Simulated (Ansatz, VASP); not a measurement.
# One calculation of NaAu2I3, two programs

File INCAR:

```
SYSTEM = NaAu2I3
PREC = Accurate
ENCUT = 520
EDIFF = 1E-7
ISMEAR = 0
SIGMA = 0.1
LREAL = .FALSE.
LASPH = .TRUE.
NELM = 100
ALGO = Normal
ISIF = 2
LWAVE = .FALSE.
LCHARG = .FALSE.
GGA = PE
NBANDS = 34
```

The input KPOINTS:

```
Automatic mesh
0
G
  6 6 2
  0 0 0
```

Contents of POSCAR:

```
NaAu2I3
1.0
    5.4859559700      0.0000000000      0.0000000000
   -2.7429779900      4.7509772400      0.0000000000
    0.0000000000      0.0000000000      8.8076915300
Na Au I
1 2 3
Direct
    0.0000000000      0.0000000000      0.0000000000
    0.6666666700      0.3333333300      0.7436280300
    0.3333333300      0.6666666700      0.2563719700
    0.6666666700      0.3333333300      0.3575947000
    0.3333333300      0.6666666700      0.6424053000
    0.0000000000      0.0000000000      0.5000000000
```

Input for Ansatz:

```yaml
crystal:
  lattice:
    - [5.48595597, 0.0, 0.0]
    - [-2.74297799, 4.75097724, 0.0]
    - [0.0, 0.0, 8.80769153]
  atoms:
    - { symbol: Na, position: [0.0, 0.0, 0.0] }
    - { symbol: Au, position: [0.66666667, 0.33333333, 0.74362803] }
    - { symbol: Au, position: [0.33333333, 0.66666667, 0.25637197] }
    - { symbol: I, position: [0.66666667, 0.33333333, 0.3575947] }
    - { symbol: I, position: [0.33333333, 0.66666667, 0.6424053] }
    - { symbol: I, position: [0.0, 0.0, 0.5] }
basis:
  ecutwfc: 420
kpoints:
  mp_grid: { grid: [6, 6, 2] }
hamiltonian:
  xc: pbe
scf:
  occupations: { method: gaussian, width: 0.1 }
  lower_state_search: "off"
output:
  forces: true
  stress: true
  eigenvalues: true
```

Change from the starting cell: species swapped into the Li3LaBi2 type (P-3m1, No. 164).

Alike in both runs: task single point; functional PBE; k mesh 6 × 6 × 2; occupations gaussian, width 0.1 eV; no spin polarisation.

|  | VASP | Ansatz |
| --- | --- | --- |
| version | VASP 6.6.1 | Ansatz 0.2.0 |
| potentials or method | VASP PAW PBE potentials, release 64 (Na_pv, Au, I), cutoff 520 eV | scalar-relativistic, plane waves, PAW |
| valence electrons in the cell | 50 | 98 |

VASP gave:

```
gap on the k mesh at the Fermi level (eV)                     : none
pressure (GPa)                                                : -1.8
traceless stress, the component that is largest in VASP (GPa) : 0.44
rms of the force components (eV/Å)                            : 0.472
```

Question: What did Ansatz give for the same quantities?

Answer: gap on the k mesh at the Fermi level (eV): none; pressure (GPa): -1.8; traceless stress, the component that is largest in VASP (GPa): 0.43; rms of the force components (eV/Å): 0.474.

Atom by atom the forces differ by 0.002 eV/Å (rms over components). A gap of «none» marks a metal or a gap that the smearing closes. VASP's potentials hold 50 valence electrons a cell and Ansatz's 98, so a difference there can come from the potentials and not from the codes.

Spin-orbit coupling is off throughout.
